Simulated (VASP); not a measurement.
A run of VASP 6.6.1 is set up as follows.

Contents of INCAR:

```
SYSTEM = RbNa
PREC = Accurate ; ENCUT = 520
EDIFF = 1E-7 ; ISMEAR = 0
SIGMA = 0.1 ; LREAL = .False.
LASPH = .True. ; NELM = 100
ALGO = Fast ; ISIF = 2
LWAVE = .False. ; LCHARG = .False.
GGA = PE ; NBANDS = 15
```

KPOINTS

```
Automatic mesh
0
Gamma
  6 6 4
  0 0 0
```

File POSCAR:

```
RbNa
1.0
    4.8541927927      0.0000000000      0.0000000000
    0.0000000000      4.8541927927      0.0000000000
    0.0000000000      0.0000000000      5.2466801145
Rb Na
1 1
Direct
    0.5000000000      0.5000000000      0.5000000000
    0.0000000000      0.0000000000      0.0000000000
```

Potentials or basis: VASP PAW PBE potentials, release 64 (Rb_sv, Na_pv).

The run is started by

```bash
$ cat potpaw_PBE.64/Rb_sv/POTCAR potpaw_PBE.64/Na_pv/POTCAR > POTCAR
$ mpirun -np 1 vasp_std > vasp.out
```

Task: Estimate the pressure.

Result: 0.0 GPa.

Task: What does it give for the band gap on the k mesh?

Result: Zero (band 8 reaches 1.10 eV, above the bottom of band 9 at -0.73 eV).
